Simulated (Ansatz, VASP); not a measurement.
One calculation of CsI, two programs

The input INCAR:

```
SYSTEM = CsI
ALGO     = Normal         ! electronic algorithm
EDIFF    = 1E-8           ! SCF threshold, eV
ENCUT    = 400            ! plane-wave cutoff, eV
GGA      = PE             ! functional
GGA_COMPAT= .FALSE.      
ISIF     = 2              ! what is computed and relaxed
ISMEAR   = -5             ! smearing method
IVDW     = 12             ! dispersion correction
LASPH    = .TRUE.         ! aspherical terms in the spheres
LCHARG   = .FALSE.        ! write CHGCAR
LEFG     = .TRUE.       
LREAL    = .FALSE.        ! projectors in reciprocal space
LWAVE    = .FALSE.        ! write WAVECAR
NBANDS   = 15             ! bands
NELM     = 120            ! most SCF steps
PREC     = Accurate       ! precision mode
SIGMA    = 0.1            ! smearing width, eV
```

KPOINTS

```
k-points
0
G
  7 7 7
  0 0 0
```

File POSCAR:

```
CsI
1.0
    4.5667000000      0.0000000000      0.0000000000
    0.0000000000      4.5667000000      0.0000000000
    0.0000000000      0.0000000000      4.5667000000
Cs I
1 1
Direct
    0.0000000000      0.0000000000      0.0000000000
    0.5000000000      0.5000000000      0.5000000000
```

Input for Ansatz:

```yaml
crystal:
  lattice:
    - [4.5667, 0.0, 0.0]
    - [0.0, 4.5667, 0.0]
    - [0.0, 0.0, 4.5667]
  atoms:
    - { symbol: Cs, position: [0.0, 0.0, 0.0] }
    - { symbol: I, position: [0.5, 0.5, 0.5] }
kpoints:
  mp_grid: { grid: [7, 7, 7] }
  band_path:
    path:
      - [0.0, 0.0, 0.0]
      - [0.0, 0.5, 0.0]
      - [0.5, 0.5, 0.0]
      - [0.0, 0.0, 0.0]
      - [0.5, 0.5, 0.5]
      - [0.0, 0.5, 0.0]
      - [0.5, 0.5, 0.5]
      - [0.5, 0.5, 0.0]
    npoints: 8
scf:
  occupations: { method: tetrahedron }
hamiltonian:
  xc: pbe
  pseudopotentials: { kind: all_electron, datasets: crystal }
  dispersion: d3bj
output:
  forces: true
  stress: true
  eigenvalues: true
  efg: { contact_densities: true }
```

Alike in both runs: task electric field gradients; functional PBE; dispersion D3(BJ); k mesh 7 × 7 × 7; occupations tetrahedron; no spin polarisation.

```csv
,VASP,Ansatz
version,VASP 6.6.1,Ansatz 0.2.0
potentials or method,"VASP PAW PBE potentials, release 64 (Cs_sv, I), cutoff 400 eV","all-electron PAW with datasets made for the crystal, scalar-relativistic"
```

|  | VASP | Ansatz | Ansatz less VASP |
| --- | --- | --- | --- |
| gap on the k mesh at the Fermi level (eV) | 3.90 | 3.91 | +0.012 |
| pressure (GPa) | 0.0 | 0.0 | -0.03 |

Ansatz ran all-electron here, and VASP with PAW potentials. Ansatz's warnings: tetrahedron derivatives may miss energy slope.

Spin-orbit coupling is off throughout.
